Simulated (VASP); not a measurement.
Wanted: the native input for a VASP 6.6.1 run.

```
Task                   : single point
Functional             : LDA
Potentials or basis    : VASP PAW LDA potentials, release 64 (Cl)
Cutoff                 : 520 eV
k mesh                 : 15 × 15 × 8
Occupations            : fermi-dirac, width 0.1 eV
Spin                   : no spin polarisation
Dipole correction      : no
Further INCAR settings : ALGO = Normal; EDIFF = 1e-07; NBANDS = 14
```

The structure of Cl lies in POSCAR:

```
Cl
1.0
    2.8201281213      0.0000000000      0.0000000000
   -1.4100640607      2.4423025950      0.0000000000
    0.0000000000      0.0000000000      3.8476026625
Cl
2
Direct
    0.3333333333      0.6666666667      0.2500000000
    0.6666666667      0.3333333333      0.7500000000
```

This cell differs from its parent crystal: volume scaled by 0.68.

The input as run:

INCAR

```
SYSTEM = Cl
PREC     = Accurate       ! precision mode
ENCUT    = 520            ! plane-wave cutoff, eV
EDIFF    = 1E-7           ! SCF threshold, eV
ISMEAR   = -1             ! smearing method
SIGMA    = 0.1            ! smearing width, eV
LREAL    = .False.        ! projectors in reciprocal space
LASPH    = .True.         ! aspherical terms in the spheres
NELM     = 60             ! most SCF steps
ALGO     = Normal         ! electronic algorithm
ISIF     = 2              ! what is computed and relaxed
LWAVE    = .False.        ! write WAVECAR
LCHARG   = .False.        ! write CHGCAR
NBANDS   = 14             ! bands
```

KPOINTS

```
Automatic mesh
0
Gamma
  15 15 8
  0 0 0
```

Potentials or basis: VASP PAW LDA potentials, release 64 (Cl).

Command:

```console
$ cat potpaw_LDA.64/Cl/POTCAR > POTCAR
$ mpirun -np 1 vasp_std > vasp.out
```

Results of the run:

The pressure is 40.7 GPa and the band gap on the k mesh is zero (band 7 reaches 10.06 eV, above the bottom of band 8 at 6.40 eV).

It took 12 s on 1 thread of Intel(R) Xeon(R) 6975P-C (Granite Rapids), on a shared host, peak memory 0.15 GiB.
